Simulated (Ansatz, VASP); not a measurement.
## One calculation of CuF3, two programs

The input INCAR:

```
SYSTEM = CuF3
PREC = Accurate
ENCUT = 600
EDIFF = 1E-6
ISMEAR = 0
SIGMA = 0.05
LREAL = .FALSE.
LASPH = .TRUE.
NELM = 200
ALGO = Normal
ISIF = 2
LWAVE = .FALSE.
LCHARG = .FALSE.
ISPIN = 2
MAGMOM = 1.31 0.27 0.27 0.27
LORBIT = 11
LMAXMIX = 4
LDAU = .TRUE.
LDAUTYPE = 1
LDAUL = 2 -1
LDAUU = 8 0
LDAUJ = 0.5 0
LDAUPRINT = 1
GGA = PE
NBANDS = 28
GGA_COMPAT = .FALSE.
```

File KPOINTS:

```
Automatic mesh
0
G
  5 5 5
  0 0 0
```

The input POSCAR:

```
CuF3
1.0
    3.7647689300      0.0000000000      0.0000000000
    0.0000000000      3.7647689300      0.0000000000
    0.0000000000      0.0000000000      3.7647689300
Cu F
1 3
Direct
    0.0000000000      0.0000000000      0.0000000000
    0.5000000000      0.0000000000      0.0000000000
    0.0000000000      0.0000000000      0.5000000000
    0.0000000000      0.5000000000      0.0000000000
```

Input for Ansatz:

```yaml
crystal:
  lattice:
    - [3.76476893, 0.0, 0.0]
    - [0.0, 3.76476893, 0.0]
    - [0.0, 0.0, 3.76476893]
  atoms:
    - { symbol: Cu, position: [0.0, 0.0, 0.0], spin: 2.0 }
    - { symbol: F, position: [0.5, 0.0, 0.0] }
    - { symbol: F, position: [0.0, 0.0, 0.5] }
    - { symbol: F, position: [0.0, 0.5, 0.0] }
basis:
  ecutwfc: 420
  ecutrho_ratio: 4
kpoints:
  mp_grid: { grid: [5, 5, 5] }
hamiltonian:
  xc: pbe
  hubbard:
    sites:
      - { site: 0, l: d, u: 8.0, j: 0.5, starting_ns: [{ spin: up, occupation_matrix: s0up }, { spin: down, occupation_matrix: s0down }] }
    occupation_matrices:
      s0up:
        matrix:
          - [0.97, 0.0, 0.0, 0.0, 0.0]
          - [0.0, 0.97, 0.0, 0.0, 0.0]
          - [0.0, 0.0, 0.97, 0.0, 0.0]
          - [0.0, 0.0, 0.0, 0.97, 0.0]
          - [0.0, 0.0, 0.0, 0.0, 0.97]
      s0down:
        matrix:
          - [0.02, 0.0, 0.0, 0.0, 0.0]
          - [0.0, 0.97, 0.0, 0.0, 0.0]
          - [0.0, 0.0, 0.97, 0.0, 0.0]
          - [0.0, 0.0, 0.0, 0.02, 0.0]
          - [0.0, 0.0, 0.0, 0.0, 0.97]
    ns_hold: { iters: 10 }
scf:
  occupations: { method: gaussian, width: 0.05 }
  lower_state_search: "off"
  max_iter: 150
output:
  forces: true
  stress: true
  eigenvalues: true
  populations: true
  hubbard: { sites: [{ site: 0, l: d }] }
  write_density: true
  write_potential: true
  elf: true
  volumetric_format: npy
magnetization:
  spin_polarized: true
```

Alike in both runs: task single point; functional PBE; k mesh 5 × 5 × 5; occupations gaussian, width 0.05 eV; collinear spin; Hubbard terms Cu d U = 8.0 eV, J = 0.5 eV.

|  | VASP | Ansatz |
| --- | --- | --- |
| version | VASP 6.6.1 | Ansatz 0.2.0 |
| potentials or method | VASP PAW PBE potentials, release 64 (Cu, F), cutoff 600 eV | scalar-relativistic, plane waves, PAW |
| valence electrons in the cell | 32 | 40 |

```csv
,VASP,Ansatz,Ansatz less VASP
gap on the k mesh at the Fermi level (eV),none,none,-
pressure (GPa),0.7,6.6,+5.80
net moment per atom (μB),0.50,0.50,0.000
size of the moment on the site where the two differ most (μB),1.32,1.19,-0.124
```

Site moments also hang on the region over which each program counts them. The programs project onto different local orbitals, so the same U acts differently, and such runs can settle in different states. A gap of «none» marks a metal or a gap that the smearing closes. VASP's potentials hold 32 valence electrons a cell and Ansatz's 40, so a difference there can come from the potentials and not from the codes. Ansatz's warnings: filled band counts differ across k points.
